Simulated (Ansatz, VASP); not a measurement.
SiC in VASP and in Ansatz

Contents of POSCAR:

```
SiC
1.0
    3.0751950076      0.0000000000      0.0000000000
   -1.5375975038      2.6631969982      0.0000000000
    0.0000000000      0.0000000000      5.0481668526
Si C
2 2
Direct
    0.3333333333      0.6666666667      0.0046028828
    0.6666666667      0.3333333333      0.5046028828
    0.3333333333      0.6666666667      0.3803971172
    0.6666666667      0.3333333333      0.8803971172
```

File INCAR.step1:

```
SYSTEM = SiC
PREC = Accurate
ENCUT = 520
ISMEAR = 0
SIGMA = 0.05
LREAL = .False.
LASPH = .True.
NELM = 60
NBANDS = 16
GGA = PE
ALGO = Normal
EDIFF = 1E-4
LWAVE = .True.
LCHARG = .False.
```

The input INCAR.step2:

```
SYSTEM = SiC
PREC = Accurate
ENCUT = 520
EDIFF = 1E-7
ISMEAR = 0
SIGMA = 0.05
LREAL = .False.
LASPH = .True.
NELM = 60
ALGO = Normal
ISIF = 2
LWAVE = .False.
LCHARG = .False.
METAGGA = R2SCAN
LMIXTAU = .True.
NBANDS = 16
ISTART = 1
```

Contents of KPOINTS:

```
regular mesh
0
Gamma
  12 12 6
  0 0 0
```

Input for Ansatz:

```yaml
crystal:
  lattice:
    - [3.0751950059, 0.0, 0.0]
    - [-1.5375975029, 2.6631969967, 0.0]
    - [0.0, 0.0, 5.0481668544]
  atoms:
    - { symbol: Si, position: [0.3333333333, 0.6666666667, 0.0046028828] }
    - { symbol: Si, position: [0.6666666667, 0.3333333333, 0.5046028828] }
    - { symbol: C, position: [0.3333333333, 0.6666666667, 0.3803971172] }
    - { symbol: C, position: [0.6666666667, 0.3333333333, 0.8803971172] }
basis:
  ecutwfc: 500
kpoints:
  mp_grid: { grid: [12, 12, 6] }
hamiltonian:
  xc: r2scan
scf:
  occupations: { method: gaussian, width: 0.05 }
output:
  forces: true
  stress: true
  eigenvalues: true
  write_density: true
  write_potential: true
  elf: true
  volumetric_format: npy
```

Alike in both runs: task single point; functional r2SCAN; k mesh 12 × 12 × 6; occupations gaussian, width 0.05 eV; no spin polarisation.

|  | VASP | Ansatz |
| --- | --- | --- |
| version | VASP 6.6.1 | Ansatz 0.2.0 |
| potentials or method | VASP PAW PBE potentials, release 64 (Si, C), cutoff 520 eV | scalar-relativistic, plane waves, PAW |
| valence electrons in the cell | 16 | 16 |

Ansatz gave:

```
gap on the k mesh at the Fermi level (eV) : 2.65
least direct gap on the mesh (eV)         : 4.48
pressure (GPa)                            : 0.0
```

Question: What did VASP give for the same quantities?

Answer: gap on the k mesh at the Fermi level (eV): 2.66; least direct gap on the mesh (eV): 4.48; pressure (GPa): -0.2.

VASP's potentials were made for PBE, not for r2SCAN. The functional is the same, so the differences come from potentials, cutoffs and numerics.
